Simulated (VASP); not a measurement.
The system is GaN.

```
Ga N
1.0
     0.00000    2.25350    2.25350
     2.25350    0.00000    2.25350
     2.25350    2.25350    0.00000
Ga N
1 1
Direct
  0.00000 0.00000 0.00000
  0.25000 0.25000 0.25000
```

* Program: VASP 6.6.1
* Task: relaxation of cell and atoms
* Functional: b88 exchange, pbe correlation
* Potentials or basis: VASP PAW PBE potentials, release 64 (Ga_d, N)
* Cutoff: 600 eV
* k mesh: 10 × 10 × 10
* Occupations: fermi-dirac, width 0.05 eV
* Spin: no spin polarisation

At the start: pressure 4.5 GPa; volume 11.44 Å³/atom.

**Question.** How do energy, volume and symmetry change on relaxing?

**Answer.** Over 3 steps the energy falls by 3.9 meV/atom and the volume is 11.73 Å³/atom (+2.5 %); space group F-43m (No. 216, to 0.1 Å) before and after.

Step by step:
| step | energy change (eV) | largest force (eV/Å) | pressure (GPa) | volume (Å³) |
| --- | --- | --- | --- | --- |
| 1 | 0.0000 | 0.0000 | 4.50 | 22.89 |
| 2 | -0.0022 | 0.0000 | -3.49 | 23.97 |
| 3 | -0.0079 | 0.0000 | -0.02 | 23.46 |

Final structure:
```cif
data_structure
_symmetry_space_group_name_H-M 'P 1'
_symmetry_Int_Tables_number 1
_cell_length_a 3.2133
_cell_length_b 3.2133
_cell_length_c 3.2133
_cell_angle_alpha 60.000
_cell_angle_beta 60.000
_cell_angle_gamma 60.000
_cell_volume 23.46
loop_
_atom_site_label
_atom_site_type_symbol
_atom_site_fract_x
_atom_site_fract_y
_atom_site_fract_z
_atom_site_occupancy
Ga1 Ga 0.00000 0.00000 0.00000 1
N1 N 0.25000 0.25000 0.25000 1
```

Caveat: the PAW data sets were made with another functional, which shifts forces and pressure a little.
